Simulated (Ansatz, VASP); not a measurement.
# MgO: VASP beside Ansatz

```
Mg O
1.0
     3.56321    0.00000    0.00000
    -1.78160    3.08583    0.00000
     0.00000    0.00000    4.29412
Mg O
2 2
Direct
  0.33333 0.66667 0.00216
  0.66667 0.33333 0.50216
  0.33333 0.66667 0.40244
  0.66667 0.33333 0.90244
```

Alike in both runs: task single point; functional PBE; k mesh 9 × 9 × 6; occupations gaussian, width 0.05 eV; no spin polarisation.

|  | VASP | Ansatz |
| --- | --- | --- |
| version | VASP 6.6.1 | Ansatz 0.2.0 |
| potentials or method | VASP PAW PBE potentials, release 64 (Mg, O), cutoff 520 eV | scalar-relativistic, plane waves, PAW |
| valence electrons in the cell | 16 | 32 |

```tsv
	VASP	Ansatz	Ansatz less VASP
gap on the k mesh at the Fermi level (eV)	3.28	3.29	+0.009
least direct gap on the mesh (eV)	3.28	3.29	+0.009
pressure (GPa)	10.8	10.9	+0.07
traceless stress, the component that is largest in VASP (GPa)	37.97	37.19	-0.780
rms of the force components (eV/Å)	2.668	2.606	-0.0623
```

Atom by atom the forces differ by 0.062 eV/Å (rms over components). VASP's potentials hold 16 valence electrons a cell and Ansatz's 32, so a difference there can come from the potentials and not from the codes.
